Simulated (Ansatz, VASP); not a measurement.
One calculation of WO, two programs

```xyz
2
Lattice="0.0000 2.3235 2.3235 2.3235 0.0000 2.3235 2.3235 2.3235 0.0000" Properties=species:S:1:pos:R:3 pbc="T T T"
W     0.0000    0.0000    0.0000
O     1.1617    1.1617    1.1617
```

Alike in both runs: task single point; functional PBEsol; k mesh 16 × 16 × 16; occupations gaussian, width 0.1 eV; collinear spin.

|  | VASP | Ansatz |
| --- | --- | --- |
| version | VASP 6.6.1 | Ansatz 0.2.0 |
| potentials or method | VASP PAW PBE potentials, release 64 (W_sv, O), cutoff 520 eV | scalar-relativistic, plane waves, PAW |
| valence electrons in the cell | 20 | 20 |

Ansatz gave:

* gap on the k mesh at the Fermi level (eV): none
* pressure (GPa): 0.0
* net moment per atom (μB): 0.00

Q: Estimate VASP's values.

A: gap on the k mesh at the Fermi level (eV): none; pressure (GPa): 2.0; net moment per atom (μB): 0.00.

VASP's potentials were made for PBE, not for PBEsol. A gap of «none» marks a metal or a gap that the smearing closes. Ansatz's warnings: seeded moment not kept.

Spin-orbit coupling is off throughout.
